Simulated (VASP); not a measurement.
Set up this calculation in VASP 6.6.1, as the native input.

- Task: single point
- Functional: PBE
- Potentials or basis: VASP PAW PBE potentials, release 64 (Al, N, Si, O)
- Cutoff: 520 eV
- k mesh: 1 × 1 × 1, shifted
- Occupations: fermi-dirac, width 0.3447 eV
- Spin: no spin polarisation
- Dipole correction: no
- Mended: yes
- Further INCAR settings: LREAL = Auto; ALGO = Normal; EDIFF = 1e-06; NBANDS = 87; ISYM = -1

The structure of AlSi8NO16 lies in POSCAR:

```
AlSi8NO16
1.0
    7.6361610000     -0.1511100000     -0.0835260000
   -0.1511100000      7.3133010000     -0.0381800000
   -0.0835260000     -0.0381800000      6.8622450000
Al N Si O
1 1 8 16
Direct
    0.4400624743      0.6310564791      0.7109517941
    0.4544054618      0.3838397592      0.7141038643
    0.6311628959      0.5960027575      0.3397207324
    0.6723172994      0.3268708825      0.7926475818
    0.1032814629      0.6968897218      0.8159360293
    0.2051478006      0.6020884171      0.3017270457
    0.2498163620      1.0177439206      0.0686454104
   -0.0607658085      0.1990804463      0.0786157251
    0.9758976210      0.1811715374      0.6550837159
    0.6181322659      0.9637430091      0.2986051684
    0.3977676243      0.4902921313      0.3174769033
    0.2173510214      0.8272694482      0.2186110535
    0.0824647225      0.4676302891      0.4049192462
    0.4581266308      1.0352359486      0.1716496268
    1.0683714024      0.2672662279      0.8626707461
    0.2925333158      0.7946114505      0.7928760053
    0.6778365667      0.3996802933      0.3557989799
    0.6265789138      0.7656108801      0.2107248654
    0.7615928554      0.5048363151      0.8654172877
    0.3929136182      0.2048088188      0.8025762857
    0.7673131535      0.1002687845      0.0920930192
    0.0477479034     -0.1160302354      0.9214975794
    0.0938823574      0.1417447304      0.1807311502
    0.6395277099      0.7449379708      0.5652848191
    0.7584066017      0.1321620866      0.7152252096
    0.0191188698     -0.0003855614      0.5409696392
```

These files were run (other wordings do the same):

INCAR

```
  ALGO = Normal
  EDIFF = 1E-6
  ENCUT = 520
  GGA = PE
  GGA_COMPAT = F
  ISIF = 2
  ISMEAR = -1
  ISYM = -1
  LASPH = T
  LCHARG = F
  LREAL = Auto
  LWAVE = F
  NBANDS = 87
  NELM = 120
  PREC = Accurate
  SIGMA = 0.3447
```

KPOINTS

```
explicit points
1
Reciprocal
  0.25000000   0.25000000   0.25000000 1
```

Potentials or basis: VASP PAW PBE potentials, release 64 (Al, N, Si, O).

Launch:

```sh
$ cat potpaw_PBE.64/Al/POTCAR potpaw_PBE.64/N/POTCAR potpaw_PBE.64/Si/POTCAR potpaw_PBE.64/O/POTCAR > POTCAR
$ mpirun -np 1 vasp_std > vasp.out
```

Results of the run:

```json
{
 "Pressure": "1.5 GPa",
 "Largest force": "10.121 eV/Å"
}
```

Caveat: the atoms stand as in a frame of molecular dynamics.

Wall time 110 s on 1 thread of Intel(R) Xeon(R) Platinum 8375C CPU @ 2.90GHz (Ice Lake), with other jobs on the host, peak memory 0.41 GiB.
